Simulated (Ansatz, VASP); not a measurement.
**Ge in VASP and in Ansatz**

```
CELL_PARAMETERS angstrom
3.29161 0.00000 0.00000
-1.64580 2.85062 0.00000
0.00000 0.00000 4.76423
ATOMIC_POSITIONS crystal
Ge 0.33333 0.66667 0.00000
Ge 0.66667 0.33333 0.00000
```

Alike in both runs: task relaxation of cell and atoms; functional PBE; dispersion D3(BJ); k mesh 6 × 6 × 4; occupations gaussian, width 0.1 eV; no spin polarisation.

|  | VASP | Ansatz |
| --- | --- | --- |
| version | VASP 6.6.1 | Ansatz 0.2.0 |
| potentials or method | VASP PAW PBE potentials, release 64 (Ge_d), cutoff 600 eV | scalar-relativistic, plane waves, PAW |
| valence electrons in the cell | 28 | 28 |

```csv
,VASP,Ansatz,Ansatz less VASP
"gap on the k mesh at the Fermi level, each at its own relaxed structure (eV)",none,none,-
relaxed volume (Å³/atom),24.78,24.88,+0.103
relaxed cell length with the largest relative difference (Å),4.208,4.216,+0.0077
```

A gap of «none» marks a metal or a gap that the smearing closes.

The k mesh is coarse, so the values compare programs but aren't converged.
